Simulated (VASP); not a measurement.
Write the native input for VASP 6.6.1 that does the following.

| Item | Value |
| --- | --- |
| Task | relaxation of cell and atoms |
| Functional | PBE |
| Potentials or basis | VASP PAW PBE potentials, release 64 (Sn_d, Se) |
| Cutoff | 600 eV |
| k mesh | 10 × 10 × 10 |
| Occupations | gaussian, width 0.02 eV |
| Spin | no spin polarisation |
| Dipole correction | no |
| Further INCAR settings | ALGO = Normal; EDIFF = 1e-06; IBRION = 2; EDIFFG = -0.01; NSW = 100; ISIF = 3 |

The structure of SnSe lies in POSCAR:

```
SnSe
1.0
    0.0000000000      3.0099999900      3.0099999900
    3.0099999900      0.0000000000      3.0099999900
    3.0099999900      3.0099999900      0.0000000000
Sn Se
1 1
Direct
    0.0000000000      0.0000000000      0.0000000000
    0.5000000000      0.5000000000      0.5000000000
```

One way to write it, as run:

INCAR

```
SYSTEM = SnSe
PREC     = Accurate       ! precision mode
ENCUT    = 600            ! plane-wave cutoff, eV
EDIFF    = 1E-6           ! SCF threshold, eV
ISMEAR   = 0              ! smearing method
SIGMA    = 0.02           ! smearing width, eV
LREAL    = .False.        ! projectors in reciprocal space
LASPH    = .True.         ! aspherical terms in the spheres
NELM     = 60             ! most SCF steps
ALGO     = Normal         ! electronic algorithm
ISIF     = 3              ! what is computed and relaxed
LWAVE    = .False.        ! write WAVECAR
LCHARG   = .False.        ! write CHGCAR
GGA      = PE             ! functional
IBRION   = 2              ! ionic algorithm
NSW      = 100            ! ionic steps
EDIFFG   = -0.01          ! ionic threshold
```

KPOINTS

```
regular mesh
0
Gamma
  10 10 10
  0 0 0
```

Potentials or basis: VASP PAW PBE potentials, release 64 (Sn_d, Se).

The run is started by

```console
$ cat potpaw_PBE.64/Sn_d/POTCAR potpaw_PBE.64/Se/POTCAR > POTCAR
$ mpirun -np 1 vasp_std > vasp.out
```

It gave:

* Relaxed volume: 27.85 Å³/atom
* Relaxed cell: a = 4.287 Å, b = 4.287 Å, c = 4.287 Å, α = 60.00°, β = 60.00°, γ = 60.00°
* Space group after relaxing (to 0.05 Å): Fm-3m (No. 225)
* Energy gained by relaxing: 1.8 meV/atom
* Ionic steps: 3
* Pressure after relaxing: 0.0 GPa
* Band gap on the k mesh: 0.49 eV, indirect (the least direct gap lies 4.9 meV higher)

Caveat: spin-orbit coupling is left out, which moves the levels of the heavy elements.

It took 36 s on 1 thread of Intel(R) Xeon(R) Platinum 8559C (Emerald Rapids), on a shared host, peak memory 0.24 GiB.
